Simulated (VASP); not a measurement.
A run of VASP 6.6.1 is set up as follows.

INCAR

```
SYSTEM = MoS2
PREC     = Accurate       ! precision mode
ENCUT    = 520            ! plane-wave cutoff, eV
EDIFF    = 1E-8           ! SCF threshold, eV
ISMEAR   = -1             ! smearing method
SIGMA    = 0.05           ! smearing width, eV
LREAL    = .False.        ! projectors in reciprocal space
LASPH    = .True.         ! aspherical terms in the spheres
NELM     = 80             ! most SCF steps
ALGO     = Normal         ! electronic algorithm
ISIF     = 2              ! what is computed and relaxed
LWAVE    = .False.        ! write WAVECAR
LCHARG   = .False.        ! write CHGCAR
GGA      = PE             ! functional
LEFG     = .True.       
NBANDS   = 20             ! bands
```

KPOINTS

```
Automatic mesh
0
Gamma
  13 13 13
  0 0 0
```

The input POSCAR:

```
MoS2
1.0
    1.5815003568      0.9130796567      6.1233300000
   -1.5815003568      0.9130796567      6.1233300000
    0.0000000000     -1.8261593134      6.1233300000
Mo S
1 2
Direct
    0.0000000000      0.0000000000      0.0000000000
    0.7484000000      0.7484000000      0.7484000000
    0.5849000000      0.5849000000      0.5849000000
```

Potentials or basis: VASP PAW PBE potentials, release 64 (Mo_sv, S).

Launch:

```bash
$ cat potpaw_PBE.64/Mo_sv/POTCAR potpaw_PBE.64/S/POTCAR > POTCAR
$ mpirun -np 1 vasp_std > vasp.out
```

Q: Estimate the band gap on the k mesh.

A: 0.76 eV, indirect (least direct gap 1.81 eV).

Q: Predict the pressure.

A: 9.1 GPa.

Q: Estimate the largest force.

A: 1.273 eV/Å.

Stress tensor (GPa, compression positive):
```
 6.79  0.00  0.00
 0.00  6.79  0.00
 0.00  0.00 13.73
```

Caveat: without QUAD_EFG the Cq values of the log hold for a quadrupole moment of 1 mb, not for the nuclei; forces of over 1 eV/Å act on the atoms, so gaps and moduli don't describe the material at rest. A k mesh can miss the band edges.
